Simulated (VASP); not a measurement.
**LiBe16 (a cell with a defect): single point with r2SCAN+D3(BJ)**

System: LiBe16 (a cell with a defect).

```xyz
17
Lattice="-2.2900 -3.9664 0.0000 3.4350 -1.9832 0.0000 0.0000 0.0000 7.1769" Properties=species:S:1:pos:R:3 pbc="T T T"
Be   -0.1458   -3.9783   -0.3216
Be    0.4770   -3.1991    1.3204
Be   -0.0843   -3.6938    3.3273
Be   -0.1609   -2.5180    5.3157
Be   -1.3044   -1.9128    0.1033
Be    3.1829   -3.6323    1.9817
Be   -1.3028   -1.7251    3.7476
Be    2.1498   -2.4737    5.4051
Be    0.9122   -1.8404   -0.1191
Be    1.1664   -0.3150    1.6109
Be    1.0352   -1.7430    3.6491
Be    1.0195   -0.4920    5.2830
Be   -0.0589    0.1129   -0.0848
Be    1.4509   -4.6068    2.0134
Be   -0.0532    0.1152    3.6135
Be    1.0444   -4.4812    5.3211
Li    2.1227   -2.0370    1.7854
```

```
Program             : VASP 6.6.1
Task                : single point
Functional          : r2SCAN
Dispersion          : D3(BJ)
Potentials or basis : VASP PAW PBE potentials, release 64 (Be, Li_sv)
Cutoff              : 520 eV
k mesh              : 2 × 3 × 2
Occupations         : fermi-dirac, width 0.1 eV
Spin                : no spin polarisation
```

| Property | Result |
| --- | --- |
| Largest force | 0.099 eV/Å |
| Band gap on the k mesh | zero (an odd number of electrons rules out a gap without spin polarisation) |
| Dispersion energy per atom | -0.174 eV |

Forces on the atoms (eV/Å):
```
Be   0.005 -0.020 -0.031
Be  -0.014  0.009 -0.065
Be   0.004 -0.011  0.028
Be   0.033  0.010 -0.012
Be  -0.024  0.003 -0.018
Be   0.052 -0.022  0.027
Be   0.012  0.044  0.022
Be   0.007  0.007  0.035
Be   0.039 -0.003 -0.010
Be  -0.067 -0.013  0.041
Be  -0.009 -0.011 -0.011
Be  -0.042 -0.016  0.002
Be  -0.041 -0.006 -0.012
Be   0.015  0.065 -0.016
Be  -0.025 -0.007  0.052
Be  -0.015  0.025  0.014
Li   0.069 -0.055 -0.045
```

Levels at points of the mesh, in eV from the Fermi level:
| k point | band 14 | band 15 | band 16 | band 17 | band 18 | band 19 | band 20 | band 21 | band 22 | band 23 |
| --- | --- | --- | --- | --- | --- | --- | --- | --- | --- | --- |
| (0.00, 0.00, 0.00) | -3.76 | -3.47 | -1.41 | -0.91 | 0.33 | 0.71 | 0.97 | 1.53 | 1.92 | 2.23 |
| (0.50, 0.00, 0.00) | -2.50 | -2.31 | -2.01 | -1.47 | -0.70 | -0.26 | 0.10 | 0.66 | 0.86 | 1.09 |
| (0.00, 0.00, 0.50) | -2.51 | -2.17 | -1.78 | -1.40 | -0.64 | 0.34 | 1.53 | 1.92 | 2.11 | 2.39 |
| (0.50, 0.00, 0.50) | -2.63 | -2.43 | -2.11 | -1.54 | 0.00 | 0.09 | 0.67 | 0.80 | 1.74 | 2.03 |

Wall time 86 s on 1 thread of Intel(R) Xeon(R) 6975P-C (Granite Rapids) (shared host), peak memory 0.25 GiB.

Caveat: the k points lie up to 0.69 Å⁻¹ apart, too coarse for converged energies and pressures of a metal; the PAW data sets were made with another functional, which shifts forces and pressure a little.
